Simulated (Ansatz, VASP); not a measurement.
Ti3Te2Se in VASP and in Ansatz

The input INCAR:

```
SYSTEM = Ti3Te2Se
PREC = Accurate
ENCUT = 500
EDIFF = 1E-6
ISMEAR = 0
SIGMA = 0.1
LREAL = .FALSE.
LASPH = .TRUE.
NELM = 200
ALGO = Normal
ISIF = 2
LWAVE = .FALSE.
LCHARG = .FALSE.
ISPIN = 2
MAGMOM = 1 1 1 0 0 0
LORBIT = 11
LMAXMIX = 4
GGA = PE
NBANDS = 40
GGA_COMPAT = .FALSE.
```

KPOINTS

```
Automatic mesh
0
G
  6 6 4
  0 0 0
```

File POSCAR:

```
Ti3Te2Se
1.0
    1.7622320784     -9.1032318990      0.0000000000
    1.7622320784      9.1032318990      0.0000000000
    0.0000000000      0.0000000000      4.1008435473
Ti Te Se
3 2 1
Direct
    0.5000000000      0.5000000000      0.5000000000
    0.3887329273      0.6112670727      0.0000000000
    0.6112670727      0.3887329273      0.0000000000
    0.1577711047      0.8422288953      0.5000000000
    0.8422288953      0.1577711047      0.5000000000
    0.0000000000      0.0000000000      0.0000000000
```

Input for Ansatz:

```yaml
crystal:
  lattice:
    - [1.7622320784, -9.103231899, 0.0]
    - [1.7622320784, 9.103231899, 0.0]
    - [0.0, 0.0, 4.1008435473]
  atoms:
    - { symbol: Ti, position: [0.5, 0.5, 0.5], spin: 1.0 }
    - { symbol: Ti, position: [0.3887329273, 0.6112670727, 0.0], spin: 1.0 }
    - { symbol: Ti, position: [0.6112670727, 0.3887329273, 0.0], spin: 1.0 }
    - { symbol: Te, position: [0.1577711047, 0.8422288953, 0.5] }
    - { symbol: Te, position: [0.8422288953, 0.1577711047, 0.5] }
    - { symbol: Se, position: [0.0, 0.0, 0.0] }
basis:
  ecutwfc: 420
kpoints:
  mp_grid: { grid: [6, 6, 4] }
hamiltonian:
  xc: pbe
scf:
  occupations: { method: gaussian, width: 0.1 }
  lower_state_search: "off"
output:
  forces: true
  stress: true
  eigenvalues: true
  populations: true
magnetization:
  spin_polarized: true
```

Change from the starting cell: species swapped into the TlAg3Te2 type (Cmmm, No. 65).

Alike in both runs: task single point; functional PBE; k mesh 6 × 6 × 4; occupations gaussian, width 0.1 eV; collinear spin.

```csv
,VASP,Ansatz
version,VASP 6.6.1,Ansatz 0.2.0
potentials or method,"VASP PAW PBE potentials, release 64 (Ti_sv, Te, Se), cutoff 500 eV","scalar-relativistic, plane waves, PAW"
valence electrons in the cell,54,84
```

```tsv
	VASP	Ansatz	Ansatz less VASP
gap on the k mesh at the Fermi level (eV)	none	none	-
pressure (GPa)	1.0	1.0	-0.03
traceless stress, the component that is largest in VASP (GPa)	2.21	2.22	+0.017
rms of the force components (eV/Å)	0.065	0.066	+0.0009
net moment per atom (μB)	0.14	0.14	0.000
size of the moment on the site where the two differ most (μB)	0.35	0.35	-0.008
```

Site moments also hang on the region over which each program counts them. Atom by atom the forces differ by 0.002 eV/Å (rms over components). A gap of «none» marks a metal or a gap that the smearing closes. VASP's potentials hold 54 valence electrons a cell and Ansatz's 84, so a difference there can come from the potentials and not from the codes. Ansatz's warnings: seeded moment not kept.

The k mesh is coarse, so the values compare programs but aren't converged. Neither program's run includes spin-orbit coupling.
